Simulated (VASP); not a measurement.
C: single point with r2SCAN

Crystal: C.

```
C
1.0
     2.15531   -1.24445    0.00000
     2.15531    1.24445    0.00000
    -1.39722    0.00000    3.54893
C
2
Direct
  0.16664 0.16664 0.99991
  0.83336 0.83336 0.00009
```

| Item | Value |
| --- | --- |
| Program | VASP 6.6.1 |
| Task | single point |
| Functional | r2SCAN |
| Potentials or basis | VASP PAW PBE potentials, release 64 (C) |
| Cutoff | 520 eV |
| k mesh | 13 × 13 × 8 |
| Occupations | fermi-dirac, width 0.05 eV |
| Spin | no spin polarisation |

```json
{
  "Pressure": "-9.6 GPa",
  "Largest force": "0.011 eV/Å",
  "Band gap on the k mesh": "0.98 eV, indirect (least direct gap 0.99 eV)"
}
```

Forces in eV/Å, atoms in the order of the input:
```
C   -0.002  0.000  0.010
C    0.002  0.000 -0.010
```

Stress tensor (GPa, compression positive):
```
-14.33   0.00  -0.03
  0.00 -14.40   0.00
 -0.03   0.00  -0.03
```

Levels at points of the mesh, in eV from the valence-band top:
```csv
k point,band 2,band 3,band 4,band 5,band 6,band 7
"(0.00, 0.00, 0.00)",-6.63,-2.80,-2.80,4.53,8.90,8.91
"(0.00, 0.00, 0.50)",-8.15,-2.81,-2.81,8.87,8.87,10.29
```

It took 4 min on 1 thread of Intel(R) Xeon(R) Platinum 8488C (Sapphire Rapids), with other jobs on the host, peak memory 0.17 GiB.

Caveat: the PAW data sets were made with another functional, which shifts forces and pressure a little. r2SCAN opens gaps a little over a GGA but as a rule still falls short of measured ones.
